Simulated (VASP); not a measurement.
# SiB5 (Cmmm) in VASP: further runs

The runs below take SiB5 through single point, with PBE.

Everything below comes from runs of VASP 6.6.1. Logs are shortened: lines on timing, memory, paths and dates and some standing lists are left out, and cuts for length are marked.

## 1. The cell of the first run

Symmetry: Cmmm, No. 65, orthorhombic system. Conventional cell: a = 4.504 Å, b = 5.139 Å, c = 4.615 Å, α = 90.00°, β = 90.00°, γ = 90.00°. Si (site symmetry mmm) has 6 B at 1.82 to 2.37 Å within 2.4 Å. Within 2.0 Å of B (site symmetry m2m) lie 1 B at 1.50 Å and 1 Si at 1.82 Å. B (site symmetry m2m) has 2 B at 1.68 to 1.73 Å within 2.2 Å. B (site symmetry mmm) has 2 B at 1.73 Å within 2.3 Å.

## 2. Single point, PBE

Contents of INCAR:

```
  PREC = Accurate
  ENCUT = 500
  EDIFF = 1E-6
  ISMEAR = 0
  SIGMA = 0.2
  LREAL = False
  LASPH = True
  NELM = 120
  ALGO = Normal
  ISIF = 2
  LWAVE = False
  LCHARG = False
  GGA = PE
  NBANDS = 18
  GGA_COMPAT = False
```

Contents of KPOINTS:

```
regular mesh
0
Gamma
  4 4 4
```

Contents of POSCAR:

```
SiB5
1.0
    2.5697262917     -2.2521439113      0.0000000000
    2.5697262917      2.2521439113      0.0000000000
    0.0000000000      0.0000000000      4.6151088530
Si B
1 5
Direct
    0.0000000000      0.0000000000      0.0000000000
    0.6454858012      0.6454858012      0.0000000000
    0.3545141988      0.3545141988      0.0000000000
    0.8361899847      0.8361899847      0.5000000000
    0.1638100153      0.1638100153      0.5000000000
    0.5000000000      0.5000000000      0.5000000000
```

Potentials or basis: VASP PAW PBE potentials, release 64 (Si, B).

The run is started by

```console
$ cat potpaw_PBE.64/Si/POTCAR potpaw_PBE.64/B/POTCAR > POTCAR
$ mpirun -np 1 vasp_std > vasp.out
```

OUTCAR:

```text
PREC = Accurate
   ENCUT = 500
   EDIFF = 1E-6
   ISMEAR = 0
   LREAL = False
   LASPH = True
   NELM = 120
   ISIF = 2
   GGA = PE

 ion  position               nearest neighbor table
   1  0.000  0.000  0.000-   2 1.82   3 1.82   2 2.37   2 2.37   3 2.37   3 2.37   4 2.46   5 2.46
                             4 2.46   5 2.46
   2  0.645  0.645  0.000-   3 1.50   1 1.82   1 2.37   1 2.37
   3  0.355  0.355  0.000-   2 1.50   1 1.82   1 2.37   1 2.37
   4  0.836  0.836  0.500-   5 1.68   6 1.73   1 2.46   1 2.46
   5  0.164  0.164  0.500-   4 1.68   6 1.73   1 2.46   1 2.46
   6  0.500  0.500  0.500-   4 1.73   5 1.73

  LATTYP: Found a base centered orthorhombic cell.
 ALAT       =     4.5042878226
 B/A-ratio  =     1.1410133601
 C/A-ratio  =     1.0246034523

  Lattice vectors:

 A1 = (  -2.5697262917,  -2.2521439113,   0.0000000000)
 A2 = (   2.5697262917,  -2.2521439113,   0.0000000000)
 A3 = (   0.0000000000,   0.0000000000,   4.6151088530)

Analysis of symmetry for initial positions (statically):
=====================================================================
 Subroutine PRICEL returns:
 Original cell was already a primitive cell.

 Routine SETGRP: Setting up the symmetry group for a
 base centered orthorhombic supercell.

 Subroutine GETGRP returns: Found  8 space group operations
 (whereof  8 operations were pure point group operations)
 out of a pool of  8 trial point group operations.

The static configuration has the point symmetry D_2h.

Analysis of symmetry for dynamics (positions and initial velocities):
=====================================================================
 Subroutine PRICEL returns:
 Original cell was already a primitive cell.

 Routine SETGRP: Setting up the symmetry group for a
 base centered orthorhombic supercell.

 Subroutine GETGRP returns: Found  8 space group operations
 (whereof  8 operations were pure point group operations)
 out of a pool of  8 trial point group operations.

The dynamic configuration has the point symmetry D_2h.

 Subroutine INISYM returns: Found  8 space group operations
 (whereof  8 operations are pure point group operations),
 and found     1 'primitive' translations

----------------------------------------------------------------------------------------

                                     Primitive cell

  volume of cell :      53.4189

  direct lattice vectors                    reciprocal lattice vectors
     2.569726292 -2.252143911  0.000000000     0.194573251 -0.222010679  0.000000000
     2.569726292  2.252143911  0.000000000     0.194573251  0.222010679  0.000000000
     0.000000000  0.000000000  4.615108853     0.000000000  0.000000000  0.216679613

  length of vectors
     3.416964356  3.416964356  4.615108853     0.295207541  0.295207541  0.216679613

  position of ions in fractional coordinates (direct lattice)
     0.000000000  0.000000000  0.000000000
     0.645485801  0.645485801  0.000000000
     0.354514199  0.354514199  0.000000000
     0.836189985  0.836189985  0.500000000
     0.163810015  0.163810015  0.500000000
     0.500000000  0.500000000  0.500000000

  ion indices of the primitive-cell ions
   primitive index   ion index
                 1           1
                 2           2
                 3           3
                 4           4
                 5           5
                 6           6

----------------------------------------------------------------------------------------

 KPOINTS: regular mesh

Automatic generation of k-mesh.
 Grid dimensions read from file:
 generate k-points for:    4    4    4

 Generating k-lattice:

  Cartesian coordinates                     Fractional coordinates (reciprocal lattice)
     0.048643313 -0.055502670  0.000000000     0.250000000  0.000000000  0.000000000
     0.048643313  0.055502670  0.000000000     0.000000000  0.250000000  0.000000000
     0.000000000  0.000000000  0.054169903     0.000000000  0.000000000  0.250000000

  Length of vectors
     0.073801885  0.073801885  0.054169903

  Shift w.r.t. Gamma in fractional coordinates (k-lattice)
     0.000000000  0.000000000  0.000000000

 Subroutine IBZKPT returns following result:
 ===========================================

 Found     21 irreducible k-points:

 Following reciprocal coordinates:
            Coordinates               Weight
  0.000000  0.000000  0.000000      1.000000
  0.250000  0.000000  0.000000      4.000000
  0.500000  0.000000  0.000000      2.000000
  0.250000  0.250000  0.000000      2.000000
  0.500000  0.250000  0.000000      4.000000
 -0.250000  0.250000  0.000000      2.000000
[... 13 lines left out ...]
 -0.250000  0.250000  0.500000      2.000000
  0.500000  0.500000  0.500000      1.000000
   k-points           NKPTS =     21   k-points in BZ     NKDIM =     21   number of bands    NBANDS=     18
   number of dos      NEDOS =    301   number of ions     NIONS =      6
   total plane-waves  NPLWV =  28224
   dimension x,y,z NGX =    28 NGY =   28 NGZ =   36
   dimension x,y,z NGXF=    56 NGYF=   56 NGZF=   72
   ions per type =               1   5
   NGX,Y,Z   is equivalent  to a cutoff of  13.62, 13.62, 12.97 a.u.
   NGXF,Y,Z  is equivalent  to a cutoff of  27.25, 27.25, 25.94 a.u.
 SYSTEM =  unknown system
   PREC   = accura    normal or accurate (medium, high low for compatibility)
   ISTART =      0    job   : 0-new  1-cont  2-samecut
   ICHARG =      2    charge: 1-file 2-atom 10-const
   ISPIN  =      1    spin polarized calculation?
   LNONCOLLINEAR =      F non collinear calculations
   LSORBIT =      F    spin-orbit coupling
   LASPH  =      T    aspherical Exc in radial PAW
   ENCUT  =  500.0 eV  36.75 Ry    6.06 a.u.   6.23  6.23  8.41*2*pi/ulx,y,z
   NELM   =    120;   NELMIN=  2; NELMDL= -5     # of ELM steps
   EDIFF  = 0.1E-05   stopping-criterion for ELM
   LREAL  =      F    real-space projection
   EDIFFG = 0.1E-04   stopping-criterion for IOM
   NSW    =      0    number of steps for IOM
   IBRION =     -1    ionic relax: 0-MD 1-quasi-New 2-CG
   NFREE  =      0    steps in history (QN), initial steepest desc. (CG)
   ISIF   =      2    stress and relaxation
   ISYM   =      2    0-nonsym 1-usesym 2-fastsym
   POTIM  = 0.5000    time-step for ionic-motion
   TEBEG  =    0.0;   TEEND  =   0.0 temperature during run
   PSTRESS=    0.0 pullay stress
   NELECT =      19.0000    total number of electrons
   NUPDOWN=      -1.0000    fix difference up-down
   EMIN   =  10.00;   EMAX   =-10.00  energy-range for DOS
   EFERMI =   0.00;   METHOD = LEGACY
   ISMEAR =     0;   SIGMA  =   0.20  broadening in eV -4-tet -1-fermi 0-gaus
   EFERMI_NEDOS =   21; number of points for ismear=-14 and -15
   IALGO  =     38    algorithm
   IMIX   =      4    mixing-type and parameters
     AMIX     =   0.40;   BMIX     =  1.00
     AMIX_MAG =   1.60;   BMIX_MAG =  1.00
  volume/ion in A,a.u.               =       8.90        60.08
  Fermi-wavevector in a.u.,A,eV,Ry     =   1.159919  2.191929 18.305447  1.345412
  Thomas-Fermi vector in A             =   2.296507
   LORBIT       =      0    0 simple, 1 ext, 2 COOP (PROOUT), +10 PAW based schemes
   GGA     = PE    functional components
   LHFCALC =     F    Hartree Fock is set to
   AEXX    =    0.0000 exact exchange contribution
   IVDW    =     0    specifies the selected vdW correction
   LEPSILON=     F    determine dielectric tensor
   LRPA    =     F    only Hartree local field effects (RPA)
 non-spin polarized calculation
 Gauss-broadening in eV      SIGMA  =   0.20
  energy-cutoff  :      500.00
  volume of cell :       53.42
 maximum number of plane-waves:      1376
 NGX is ok and might be reduce to    28
   NGX = 13   NGY = 13   NGZ = 17

 number of electron      19.0000000 magnetization

 Free energy of the ion-electron system (eV)
  ---------------------------------------------------
  ext. energy  EPLUGINS =         0.00000000
  ---------------------------------------------------
  free energy    TOTEN  =       -32.83936399 eV

  energy without entropy =      -32.81354045  energy(sigma->0) =      -32.82645222

 E-fermi :   7.4005     XC(G=0): -11.4410

 val. band max:        7.3727332052   @ k =   0.5000   0.0000   0.5000
 cond. band min:       7.4460613981   @ k =   0.2500   0.0000   0.2500
 fundamental gap:      0.0733281929
 Fermi energy:         7.4005089914

 k-point     1 :       0.0000    0.0000    0.0000
  band No.  band energies     occupation
      1      -7.7763      2.00000
      2      -2.4723      2.00000
      3      -0.8623      2.00000
      4       0.9894      2.00000
      5       1.6391      2.00000
      6       3.7679      2.00000
[... 10 lines left out ...]
     17      14.0800      0.00000
     18      14.6617      0.00000

 k-point     2 :       0.2500    0.0000    0.0000
  band No.  band energies     occupation
      1      -7.0959      2.00000
      2      -1.9802      2.00000
      3      -1.7519      2.00000
      4      -0.1379      2.00000
      5       1.6820      2.00000
      6       2.3910      2.00000
[... 10 lines left out ...]
     17      13.3712      0.00000
     18      14.2355      0.00000

 k-point     3 :       0.5000    0.0000    0.0000
  band No.  band energies     occupation
      1      -5.2460      2.00000
      2      -4.8919      2.00000
      3      -0.2439      2.00000
      4      -0.1168      2.00000
      5       1.9713      2.00000
      6       1.9809      2.00000
[... 10 lines left out ...]
     17      13.9841      0.00000
     18      14.9358      0.00000

 k-point     4 :       0.2500    0.2500    0.0000
  band No.  band energies     occupation
      1      -6.6363      2.00000
      2      -1.6029      2.00000
      3      -1.0674      2.00000
      4       0.4239      2.00000
      5       0.4887      2.00000
      6       1.3810      2.00000
[... 312 lines left out ...]
      4      -2.1379      2.00000
      5       0.2896      2.00000
      6       0.7762      2.00000
[... 10 lines left out ...]
     17      14.4969      0.00000
     18      14.7170      0.00000

 k-point    20 :      -0.2500    0.2500    0.5000
  band No.  band energies     occupation
      1      -5.0937      2.00000
      2      -4.2908      2.00000
      3      -1.1762      2.00000
      4      -0.4219      2.00000
      5      -0.4051      2.00000
      6      -0.0250      2.00000
[... 10 lines left out ...]
     17      11.6965      0.00000
     18      12.0763      0.00000

 k-point    21 :       0.5000    0.5000    0.5000
  band No.  band energies     occupation
      1      -2.6162      2.00000
      2      -1.8443      2.00000
      3      -1.8396      2.00000
      4      -1.3933      2.00000
      5      -0.9108      2.00000
      6      -0.3557      2.00000
[... 10 lines left out ...]
     17      16.2121      0.00000
     18      16.2848      0.00000

------------------------ aborting loop because EDIFF is reached ----------------------------------------

  FORCE on cell =-STRESS in cart. coord.  units (eV):
  Direction    XX          YY          ZZ          XY          YZ          ZX
  --------------------------------------------------------------------------------------
  -------------------------------------------------------------------------------------
  Total       -0.0765862     -0.1420399      0.0569583      0.0000000      0.0000000      0.0000000
  in kB       -2.2970274     -4.2601617      1.7083336      0.0000000      0.0000000      0.0000000
  external PRESSURE =      -1.6162851 kB  Pullay stress =       0.0000000 kB

 VOLUME and BASIS-vectors are now :
 -----------------------------------------------------------------------------
  energy-cutoff  :      500.00
  volume of cell :       53.42
      direct lattice vectors                 reciprocal lattice vectors
     2.569726292 -2.252143911  0.000000000     0.194573251 -0.222010679  0.000000000
     2.569726292  2.252143911  0.000000000     0.194573251  0.222010679  0.000000000
     0.000000000  0.000000000  4.615108853     0.000000000  0.000000000  0.216679613

 POSITION                                       TOTAL-FORCE (eV/Angst)
 -----------------------------------------------------------------------------------
      0.00000      0.00000      0.00000         0.000000      0.000000      0.000000
      3.31744      0.00000      0.00000        -0.013037      0.000000     -0.000000
      1.82201      0.00000      0.00000         0.013037      0.000000      0.000000
      4.29756      0.00000      2.30755        -0.019597      0.000000      0.000000
      0.84189      0.00000      2.30755         0.019597      0.000000      0.000000
      2.56973      0.00000      2.30755         0.000000      0.000000      0.000000
 -----------------------------------------------------------------------------------
    total drift:                                0.000000      0.000000      0.000000

  FREE ENERGIE OF THE ION-ELECTRON SYSTEM (eV)
  ---------------------------------------------------
  free  energy   TOTEN  =       -32.8393639939 eV

  energy  without entropy=      -32.8135404535  energy(sigma->0) =      -32.82645222
```

It took 8.3 s on 1 thread of Intel Xeon 6975P-C (Granite Rapids), shared host; peak memory 0.16 GiB.

Results:

```
Free energy   : -32.8394 eV
Pressure      : -0.2 GPa
Largest force : 0.020 eV/Å
```

Forces in eV/Å, atoms in the order of the input:
```
Si   0.000  0.000  0.000
B   -0.013  0.000  0.000
B    0.013  0.000  0.000
B   -0.020  0.000  0.000
B    0.020  0.000  0.000
B    0.000  0.000  0.000
```

Levels at points of the mesh, in eV from the Fermi level:
```tsv
k point	band 7	band 8	band 9	band 10	band 11	band 12	band 13	band 14
(0.00, 0.00, 0.00)	-3.25	-2.66	-2.38	0.42	0.77	0.81	1.11	5.24
(0.50, 0.00, 0.00)	-5.23	-5.03	-0.85	0.29	2.00	3.46	3.64	4.01
(0.50, 0.50, 0.00)	-4.58	-4.21	-3.89	-3.13	-2.62	3.48	5.33	7.24
(0.00, 0.00, 0.50)	-2.36	-1.99	-1.72	-1.68	-1.30	-0.86	3.07	4.63
(0.50, 0.00, 0.50)	-1.03	-0.19	-0.03	0.53	0.78	1.51	2.06	2.24
(0.50, 0.50, 0.50)	-7.32	-6.45	1.23	1.66	2.31	2.50	3.04	3.55
```

Caveat: the k points lie up to 0.46 Å⁻¹ apart.

(Part 1 of 2 ends here.)
